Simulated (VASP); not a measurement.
Input of a VASP 6.6.1 run:

Contents of INCAR:

```
SYSTEM = SiNi3
ALGO     = Normal         ! electronic algorithm
EDIFF    = 1E-6           ! SCF threshold, eV
EDIFFG   = -0.008         ! ionic threshold
ENCUT    = 600            ! plane-wave cutoff, eV
GGA      = PS             ! functional
IBRION   = 2              ! ionic algorithm
ISIF     = 3              ! what is computed and relaxed
ISMEAR   = 0              ! smearing method
LASPH    = .TRUE.         ! aspherical terms in the spheres
LCHARG   = .FALSE.        ! write CHGCAR
LREAL    = .FALSE.        ! projectors in reciprocal space
LWAVE    = .FALSE.        ! write WAVECAR
NELM     = 60             ! most SCF steps
NSW      = 70             ! ionic steps
PREC     = Accurate       ! precision mode
PSTRESS  = -20.0        
SIGMA    = 0.1            ! smearing width, eV
```

Contents of KPOINTS:

```
k-points
0
G
  12 12 12
  0 0 0
```

Contents of POSCAR:

```
SiNi3
1.0
    3.4830251909      0.0000000000      0.0000000000
    0.0000000000      3.4830251909      0.0000000000
    0.0000000000      0.0000000000      3.4830251909
Si Ni
1 3
Direct
    0.0000000000      0.0000000000      0.0000000000
    0.0000000000      0.5000000000      0.5000000000
    0.5000000000      0.0000000000      0.5000000000
    0.5000000000      0.5000000000      0.0000000000
```

Potentials or basis: VASP PAW PBE potentials, release 64 (Si, Ni).

Run with:

```bash
$ cat potpaw_PBE.64/Si/POTCAR potpaw_PBE.64/Ni/POTCAR > POTCAR
$ mpirun -np 1 vasp_std > vasp.out
```

Question: Predict the space group after relaxing (to 0.1 Å).

Answer: Pm-3m (No. 221).

Question: Estimate the band gap on the k mesh.

Answer: Zero (bands 17 and 18 overlap by 0.25 eV).

Question: Estimate the relaxed volume.

Answer: 10.46 Å³/atom.

The path:
```
step  energy change (eV)  largest force (eV/Å)  pressure (GPa)  volume (Å³)
   1              0.0000                0.0000           -4.37        42.25
   2             -0.0104                0.0000            0.88        41.31
   3             -0.0085                0.0000           -2.01        41.83
```

Caveat: the cell is relaxed towards a set pressure, so the run minimises the enthalpy, not the energy; the PAW data sets were made with another functional, which shifts forces and pressure a little. Spin polarisation is off, so any magnetic state and its effect on volume and gap are missing.
